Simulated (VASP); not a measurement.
**H4WC16: single point with PBE**

Slab: H4WC16, a slab with vacuum.

```
H C W
1.0
     5.04874    0.00000    0.00000
     2.52437    4.37234    0.00000
     0.00000    0.00000   14.67643
H C W
4 16 1
Direct
  0.16667 0.16667 0.06814
  0.66667 0.16667 0.06814
  0.16667 0.66667 0.06814
  0.66667 0.66667 0.06814
  0.16667 0.16667 0.14309
  0.66667 0.16667 0.14309
  0.16667 0.66667 0.14309
  0.66667 0.66667 0.14309
  0.83333 0.33333 0.17820
  0.33333 0.33333 0.17820
  0.83333 0.83333 0.17820
  0.33333 0.83333 0.17820
  0.83654 0.33654 0.28379
  0.32682 0.33654 0.28374
  0.83654 0.82682 0.28374
  0.33333 0.83333 0.29306
  0.99709 0.00140 0.31889
  0.50147 0.00147 0.31889
  0.99995 0.49995 0.31311
  0.50140 0.49709 0.31889
  0.66651 0.16651 0.41875
```

* Program: VASP 6.6.1
* Task: single point
* Functional: PBE
* Potentials or basis: VASP PAW PBE potentials, release 64 (H, C, W_sv)
* Cutoff: 520 eV
* k mesh: 3 × 3 × 1
* Occupations: gaussian, width 0.02 eV
* Spin: no spin polarisation
* Dipole correction: no
* Further INCAR settings: LREAL = Auto; ALGO = Normal; EDIFF = 1e-07; NBANDS = 57

| Item | Value |
| --- | --- |
| Largest force | 1.545 eV/Å |
| Band gap on the k mesh | zero (band 41 reaches 1.58 eV, above the bottom of band 42 at 1.55 eV) |

Forces in eV/Å, atoms in the order of the input:
```
H    0.000 -0.023 -0.194
H    0.000  0.000 -0.207
H    0.020  0.011 -0.193
H   -0.020  0.011 -0.194
C   -0.001 -0.107  1.441
C    0.001  0.000  1.014
C    0.093  0.054  1.442
C   -0.093  0.053  1.441
C   -0.207 -0.120 -1.518
C    0.205 -0.120 -1.527
C   -0.002  0.237 -1.527
C    0.000  0.000 -0.075
C   -0.010 -0.006 -0.026
C    0.011  0.003 -0.003
C    0.008  0.008 -0.003
C   -0.003 -0.002 -0.005
C   -0.001  0.002  0.013
C   -0.021 -0.012 -0.002
C    0.008  0.005  0.023
C    0.001 -0.002  0.013
W    0.012  0.007  0.085
```

Levels at points of the mesh, in eV from the Fermi level:
```
           k point  band 39  band 40  band 41  band 42  band 43  band 44
(0.00, 0.00, 0.00)    -1.56    -1.35     0.04     0.04     0.14     1.05
```

Wall time 3.3 min on 1 thread of Intel(R) Xeon(R) Platinum 8375C CPU @ 2.90GHz (Ice Lake) (shared host), peak memory 0.43 GiB.

Caveat: the k points lie up to 0.48 Å⁻¹ apart; spin-orbit coupling is left out, which moves the levels of the heavy elements.
